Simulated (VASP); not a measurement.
A run of VASP 6.6.1 is set up as follows.

File INCAR:

```
ALGO     = Normal         # electronic algorithm
EDIFF    = 1E-6           # SCF threshold, eV
ENCUT    = 500            # plane-wave cutoff, eV
GGA      = PS             # functional
GGA_COMPAT= F            
ISIF     = 2              # what is computed and relaxed
ISMEAR   = 0              # smearing method
LASPH    = T              # aspherical terms in the spheres
LCHARG   = T              # write CHGCAR
LELF     = T              # ELF
LREAL    = F              # projectors in reciprocal space
LVHAR    = T            
LWAVE    = F              # write WAVECAR
NBANDS   = 8              # bands
NELM     = 120            # most SCF steps
PREC     = Accurate       # precision mode
SIGMA    = 0.01           # smearing width, eV
```

The input KPOINTS:

```
k-points
0
Gamma
  10 10 10
```

POSCAR

```
H
1.0
   -1.7539625964      1.7539625964      2.1719837309
    1.7539625964     -1.7539625964      2.1719837309
    1.7539625964      1.7539625964     -2.1719837309
H
2
Direct
    0.9126033548      0.9126033548      0.0000000000
    0.0873966452      0.0873966452      0.0000000000
```

Potentials or basis: VASP PAW PBE potentials, release 64 (H).

Run with:

```sh
$ cat potpaw_PBE.64/H/POTCAR > POTCAR
$ mpirun -np 1 vasp_std > vasp.out
```

(1) Predict the pressure.

(2) Predict the band gap on the k mesh.

Answers

(1) -0.2 GPa.

(2) 8.84 eV (least direct gap 9.50 eV).

Caveat: the cell differs from its parent crystal (z stretched by -0.5 %, x and y held); this functional lacks dispersion, which holds the molecules together, so the pressure and a relaxed volume are unreliable; the PAW data sets were made with another functional, which shifts forces and pressure a little.
